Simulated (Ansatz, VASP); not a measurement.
**SnC3: VASP beside Ansatz**

```
C Sn
1.0
     1.58713    0.91633    5.25679
    -1.58713    0.91633    5.25679
     0.00000   -1.83266    5.25679
C Sn
3 1
Direct
  0.01472 0.01472 0.01472
  0.47689 0.47689 0.47689
  0.38319 0.38319 0.38319
  0.87520 0.87520 0.87520
```

Alike in both runs: task single point; functional PBE; k mesh 8 × 8 × 8; occupations fermi-dirac, width 0.02 eV; no spin polarisation.

|  | VASP | Ansatz |
| --- | --- | --- |
| version | VASP 6.6.1 | Ansatz 0.2.0 |
| potentials or method | VASP PAW PBE potentials, release 64 (C, Sn_d) | plane waves, PAW |
| plane-wave cutoff (eV) | 520 | 420 |
| valence electrons in the cell | 26 | 26 |

Ansatz gave:

* pressure (GPa): -4.8
* traceless stress, the component that is largest in VASP (GPa): -1.84
* rms of the force components (eV/Å): 0.102

Which values does VASP return?

Pressure (GPa): -4.8; traceless stress, the component that is largest in VASP (GPa): -1.83; rms of the force components (eV/Å): 0.097.

Atom by atom the forces differ by 0.018 eV/Å (rms over components). With one functional, cell and mesh, what is left measures potentials, basis and numerics.
